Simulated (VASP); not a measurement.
# BaTiO3 (Pm-3m) in VASP: single point with r2SCAN

Aim: the single point of BaTiO3 with r2SCAN.

All numbers are computed with VASP 6.6.1; they aren't measurements. Logs are shortened: lines on timing, memory, paths and dates and some standing lists are left out, and cuts for length are marked.

## Step 1: The cell of the first run

The structure is cubic, space group Pm-3m (No. 221). Conventional cell: a = 4.009 Å, b = 4.009 Å, c = 4.009 Å, α = 90.00°, β = 90.00°, γ = 90.00°. Within 3.7 Å of Ba (site symmetry m-3m) lie 12 O at 2.83 Å and 8 Ti at 3.47 Å. Ti (site symmetry m-3m) has 6 O at 2.00 Å within 2.7 Å. O (site symmetry 4/mmm) has 2 Ti at 2.00 Å within 2.7 Å. Within 2.7 Å of O (site symmetry 4/mmm) lie 2 Ti at 2.00 Å.

## Step 2: Single point, r2SCAN

POSCAR

```
BaTiO3
1.0
   -4.0086086800      0.0000000000     -4.0086086800
    0.0000000000     -4.0086086800      0.0000000000
   -4.0086086800      0.0000000000      4.0086086800
Ba Ti O
2 2 6
Direct
    0.0000000000      0.0000000000      0.0000000000
    0.5000000000      0.0000000000      0.5000000000
    0.0000000000      0.5000000000      0.5000000000
    0.5000000000      0.5000000000      0.0000000000
    0.7500000000      0.5000000000      0.2500000000
    0.2500000000      0.5000000000      0.7500000000
    0.0000000000      0.0000000000      0.5000000000
    0.5000000000      0.0000000000      0.0000000000
    0.7500000000      0.5000000000      0.7500000000
    0.2500000000      0.5000000000      0.2500000000
```

INCAR.step1

```
PREC = Accurate
ENCUT = 520
ISMEAR = 0
SIGMA = 0.0133
LREAL = F
LASPH = T
NELM = 80
NBANDS = 51
GGA = PE
ALGO = Normal
EDIFF = 1E-4
LWAVE = T
LCHARG = F
```

INCAR.step2

```
PREC = Accurate
ENCUT = 520
EDIFF = 1E-7
ISMEAR = 0
SIGMA = 0.0133
LREAL = F
LASPH = T
NELM = 80
ALGO = Normal
ISIF = 2
LWAVE = F
LCHARG = F
METAGGA = R2SCAN
LMIXTAU = T
NBANDS = 51
ISTART = 1
```

KPOINTS

```
regular mesh
0
Gamma
  5 6 5
```

Potentials or basis: VASP PAW PBE potentials, release 64 (Ba_sv, Ti_sv, O).

On the command line:

```sh
$ cat potpaw_PBE.64/Ba_sv/POTCAR potpaw_PBE.64/Ti_sv/POTCAR potpaw_PBE.64/O/POTCAR > POTCAR
$ cp INCAR.step1 INCAR
$ mpirun -np 1 vasp_std > vasp.out
$ cp INCAR.step2 INCAR
$ mpirun -np 1 vasp_std > vasp.out
```

OUTCAR:

```text
PREC = Accurate
   ENCUT = 520
   EDIFF = 1E-7
   ISMEAR = 0
   LREAL = F
   LASPH = T
   NELM = 80
   ISIF = 2
   METAGGA = R2SCAN
   ISTART = 1

 ion  position               nearest neighbor table
   1  0.000  0.000  0.000-   5 2.83   6 2.83   7 2.83   8 2.83   9 2.83  10 2.83   7 2.83   5 2.83
                             6 2.83   9 2.83  10 2.83   8 2.83   4 3.47   3 3.47   3 3.47   3 3.47
   2  0.500  0.000  0.500-   5 2.83   6 2.83   7 2.83   8 2.83   9 2.83  10 2.83   8 2.83   5 2.83
                             6 2.83   9 2.83  10 2.83   7 2.83   4 3.47   4 3.47   3 3.47   3 3.47
   3  0.000  0.500  0.500-   5 2.00   6 2.00   7 2.00   9 2.00  10 2.00   7 2.00   1 3.47   1 3.47
                             1 3.47   2 3.47   2 3.47   1 3.47   2 3.47   2 3.47
   4  0.500  0.500  0.000-   5 2.00   6 2.00   8 2.00   9 2.00  10 2.00   8 2.00   1 3.47   2 3.47
                             1 3.47   2 3.47   2 3.47   2 3.47   1 3.47   1 3.47
   5  0.750  0.500  0.250-   3 2.00   4 2.00   1 2.83   2 2.83   1 2.83   2 2.83
   6  0.250  0.500  0.750-   3 2.00   4 2.00   1 2.83   2 2.83   1 2.83   2 2.83
   7  0.000  0.000  0.500-   3 2.00   3 2.00   1 2.83   1 2.83   2 2.83   2 2.83
   8  0.500  0.000  0.000-   4 2.00   4 2.00   1 2.83   2 2.83   2 2.83   1 2.83
   9  0.750  0.500  0.750-   3 2.00   4 2.00   1 2.83   2 2.83   1 2.83   2 2.83
  10  0.250  0.500  0.250-   3 2.00   4 2.00   1 2.83   2 2.83   1 2.83   2 2.83

  LATTYP: Found a simple tetragonal cell.
 ALAT       =     5.6690287615
 C/A-ratio  =     0.7071067812

  Lattice vectors:

 A1 = (   4.0086086800,   0.0000000000,   4.0086086800)
 A2 = (  -4.0086086800,   0.0000000000,   4.0086086800)
 A3 = (   0.0000000000,  -4.0086086800,   0.0000000000)

Analysis of symmetry for initial positions (statically):
=====================================================================
 Subroutine PRICEL returns following result:

  LATTYP: Found a simple cubic cell.
 ALAT       =     4.0086086800

  Lattice vectors:

 A1 = (   0.0000000000,   0.0000000000,  -4.0086086800)
 A2 = (   0.0000000000,  -4.0086086800,   0.0000000000)
 A3 = (  -4.0086086800,   0.0000000000,   0.0000000000)

   2 primitive cells build up your supercell.

 Routine SETGRP: Setting up the symmetry group for a
 simple tetragonal supercell.

 Subroutine GETGRP returns: Found 16 space group operations
 (whereof 16 operations were pure point group operations)
 out of a pool of 16 trial point group operations.

The static configuration has the point symmetry D_4h.

Analysis of symmetry for dynamics (positions and initial velocities):
=====================================================================
 Subroutine PRICEL returns following result:

  LATTYP: Found a simple cubic cell.
 ALAT       =     4.0086086800

  Lattice vectors:

 A1 = (   0.0000000000,   0.0000000000,  -4.0086086800)
 A2 = (   0.0000000000,  -4.0086086800,   0.0000000000)
 A3 = (  -4.0086086800,   0.0000000000,   0.0000000000)

   2 primitive cells build up your supercell.

 Routine SETGRP: Setting up the symmetry group for a
 simple tetragonal supercell.

 Subroutine GETGRP returns: Found 16 space group operations
 (whereof 16 operations were pure point group operations)
 out of a pool of 16 trial point group operations.

The dynamic configuration has the point symmetry D_4h.

 Subroutine INISYM returns: Found 16 space group operations
 (whereof 16 operations are pure point group operations),
 and found     2 'primitive' translations

----------------------------------------------------------------------------------------

                                     Primitive cell

  volume of cell :      64.4141

  direct lattice vectors                    reciprocal lattice vectors
     0.000000000  0.000000000 -4.008608680     0.000000000  0.000000000 -0.249463113
     0.000000000 -4.008608680  0.000000000     0.000000000 -0.249463113  0.000000000
    -4.008608680  0.000000000  0.000000000    -0.249463113  0.000000000  0.000000000

  length of vectors
     4.008608680  4.008608680  4.008608680     0.249463113  0.249463113  0.249463113

  position of ions in fractional coordinates (direct lattice)
     0.000000000  0.000000000  0.000000000
     0.500000000  0.500000000  0.500000000
     0.500000000  0.500000000  1.000000000
     0.500000000  0.000000000  0.500000000
     0.000000000  0.500000000  0.500000000

  ion indices of the primitive-cell ions
   primitive index   ion index
                 1           1
                 2           3
                 3           5
                 4           7
                 5           9

----------------------------------------------------------------------------------------

 KPOINTS: regular mesh

Automatic generation of k-mesh.
 Grid dimensions read from file:
 generate k-points for:    5    6    5

 Generating k-lattice:

  Cartesian coordinates                     Fractional coordinates (reciprocal lattice)
    -0.024946311  0.000000000 -0.024946311     0.200000000  0.000000000  0.000000000
     0.000000000 -0.041577185  0.000000000     0.000000000  0.166666667  0.000000000
    -0.024946311  0.000000000  0.024946311     0.000000000  0.000000000  0.200000000

  Length of vectors
     0.035279412  0.041577185  0.035279412

  Shift w.r.t. Gamma in fractional coordinates (k-lattice)
     0.000000000  0.000000000  0.000000000

 Subroutine IBZKPT returns following result:
 ===========================================

 Found     24 irreducible k-points:

 Following reciprocal coordinates:
            Coordinates               Weight
  0.000000  0.000000  0.000000      1.000000
  0.200000  0.000000  0.000000      4.000000
  0.400000  0.000000  0.000000      4.000000
  0.000000  0.166667  0.000000      2.000000
  0.200000  0.166667  0.000000      8.000000
  0.400000  0.166667  0.000000      8.000000
[... 16 lines left out ...]
  0.400000  0.333333  0.400000      8.000000
  0.400000  0.500000  0.400000      4.000000
   k-points           NKPTS =     24   k-points in BZ     NKDIM =     24   number of bands    NBANDS=     51
   number of dos      NEDOS =    301   number of ions     NIONS =     10
   total plane-waves  NPLWV =  52920
   dimension x,y,z NGX =    42 NGY =   30 NGZ =   42
   dimension x,y,z NGXF=    84 NGYF=   60 NGZF=   84
   ions per type =               2   2   6
   NGX,Y,Z   is equivalent  to a cutoff of  12.32, 12.44, 12.32 a.u.
   NGXF,Y,Z  is equivalent  to a cutoff of  24.63, 24.88, 24.63 a.u.
 SYSTEM =  unknown system
   PREC   = accura    normal or accurate (medium, high low for compatibility)
   ISTART =      1    job   : 0-new  1-cont  2-samecut
   ICHARG =      0    charge: 1-file 2-atom 10-const
   ISPIN  =      1    spin polarized calculation?
   LNONCOLLINEAR =      F non collinear calculations
   LSORBIT =      F    spin-orbit coupling
   LASPH  =      T    aspherical Exc in radial PAW
   ENCUT  =  520.0 eV  38.22 Ry    6.18 a.u.  10.54  7.45 10.54*2*pi/ulx,y,z
   NELM   =     80;   NELMIN=  2; NELMDL=  0     # of ELM steps
   EDIFF  = 0.1E-06   stopping-criterion for ELM
   LREAL  =      F    real-space projection
   EDIFFG = 0.1E-05   stopping-criterion for IOM
   NSW    =      0    number of steps for IOM
   IBRION =     -1    ionic relax: 0-MD 1-quasi-New 2-CG
   NFREE  =      0    steps in history (QN), initial steepest desc. (CG)
   ISIF   =      2    stress and relaxation
   ISYM   =      2    0-nonsym 1-usesym 2-fastsym
   POTIM  = 0.5000    time-step for ionic-motion
   TEBEG  =    0.0;   TEEND  =   0.0 temperature during run
   PSTRESS=    0.0 pullay stress
   NELECT =      80.0000    total number of electrons
   NUPDOWN=      -1.0000    fix difference up-down
   EMIN   =  10.00;   EMAX   =-10.00  energy-range for DOS
   EFERMI =   0.00;   METHOD = LEGACY
   ISMEAR =     0;   SIGMA  =   0.01  broadening in eV -4-tet -1-fermi 0-gaus
   EFERMI_NEDOS =   21; number of points for ismear=-14 and -15
   IALGO  =     38    algorithm
   IMIX   =      4    mixing-type and parameters
     AMIX     =   0.40;   BMIX     =  1.00
     AMIX_MAG =   1.60;   BMIX_MAG =  1.00
  volume/ion in A,a.u.               =      12.88        86.94
  Fermi-wavevector in a.u.,A,eV,Ry     =   1.396694  2.639368 26.541609  1.950753
  Thomas-Fermi vector in A             =   2.520023
   LORBIT       =      0    0 simple, 1 ext, 2 COOP (PROOUT), +10 PAW based schemes
   METAGGA = R2SCAN    functional components
   LHFCALC =     F    Hartree Fock is set to
   AEXX    =    0.0000 exact exchange contribution
   IVDW    =     0    specifies the selected vdW correction
   LEPSILON=     F    determine dielectric tensor
   LRPA    =     F    only Hartree local field effects (RPA)
 non-spin polarized calculation
 Gauss-broadening in eV      SIGMA  =   0.01
  energy-cutoff  :      520.00
  volume of cell :      128.83
 maximum number of plane-waves:      3486
 NGX is ok and might be reduce to    42
   NGX = 21   NGY = 15   NGZ = 21

 number of electron      79.9999955 magnetization

 Free energy of the ion-electron system (eV)
  ---------------------------------------------------
  ext. energy  EPLUGINS =         0.00000000
  ---------------------------------------------------
  free energy    TOTEN  =      -148.47077944 eV

  energy without entropy =     -148.47077944  energy(sigma->0) =     -148.47077944

 E-fermi :   3.6196     XC(G=0): -11.8935

 val. band max:        3.4970552830   @ k =   0.0000   0.5000   0.0000
 cond. band min:       5.6194612854   @ k =   0.0000   0.0000   0.0000
 fundamental gap:      2.1224060024
 Fermi energy:         3.6195577472

 k-point     1 :       0.0000    0.0000    0.0000
  band No.  band energies     occupation
      1     -55.4068      2.00000
      2     -55.4046      2.00000
      3     -30.6149      2.00000
      4     -30.6149      2.00000
      5     -30.5625      2.00000
      6     -30.5616      2.00000
[... 43 lines left out ...]
     50       9.0914      0.00000
     51       9.0918      0.00000
[... 1240 lines left out ...]
     50      11.5396      0.00000
     51      11.8793      0.00000

------------------------ aborting loop because EDIFF is reached ----------------------------------------

  FORCE on cell =-STRESS in cart. coord.  units (eV):
  Direction    XX          YY          ZZ          XY          YZ          ZX
  --------------------------------------------------------------------------------------
  -------------------------------------------------------------------------------------
  Total        0.0060091     -0.0068388      0.0060091      0.0000000     -0.0000000      0.0000000
  in kB        0.0747329     -0.0850516      0.0747329      0.0000000     -0.0000000      0.0000000
  external PRESSURE =       0.0214714 kB  Pullay stress =       0.0000000 kB

 VOLUME and BASIS-vectors are now :
 -----------------------------------------------------------------------------
  energy-cutoff  :      520.00
  volume of cell :      128.83
      direct lattice vectors                 reciprocal lattice vectors
    -4.008608680  0.000000000 -4.008608680    -0.124731556  0.000000000 -0.124731556
     0.000000000 -4.008608680  0.000000000     0.000000000 -0.249463113  0.000000000
    -4.008608680  0.000000000  4.008608680    -0.124731556  0.000000000  0.124731556

 POSITION                                       TOTAL-FORCE (eV/Angst)
 -----------------------------------------------------------------------------------
      0.00000      0.00000      0.00000        -0.000000      0.000000      0.000000
     -4.00861      0.00000      0.00000        -0.000000      0.000000      0.000000
     -2.00430     -2.00430      2.00430         0.000000      0.000000     -0.000000
     -2.00430     -2.00430     -2.00430         0.000000      0.000000      0.000000
     -4.00861     -2.00430     -2.00430        -0.000000     -0.000000     -0.000000
     -4.00861     -2.00430      2.00430         0.000000     -0.000000      0.000000
     -2.00430      0.00000      2.00430        -0.000000      0.000000      0.000000
     -2.00430      0.00000     -2.00430        -0.000000      0.000000      0.000000
     -6.01291     -2.00430      0.00000        -0.000000     -0.000000      0.000000
     -2.00430     -2.00430      0.00000         0.000000     -0.000000     -0.000000
 -----------------------------------------------------------------------------------
    total drift:                                0.000000     -0.000000     -0.000000

  FREE ENERGIE OF THE ION-ELECTRON SYSTEM (eV)
  ---------------------------------------------------
  free  energy   TOTEN  =      -148.4707794450 eV

  energy  without entropy=     -148.4707794450  energy(sigma->0) =     -148.47077944
```

It took 7.3 min on 1 thread of AMD EPYC 9R14 (Zen 4), shared host; peak memory 0.29 GiB.

What came out:

```yaml
Free_energy: -148.4708 eV
Pressure: 0.0 GPa
Band_gap_on_the_k_mesh: 2.12 eV
```

Caveat: the PAW data sets were made with another functional, which shifts forces and pressure a little; spin-orbit coupling is left out, which moves the levels of the heavy elements.
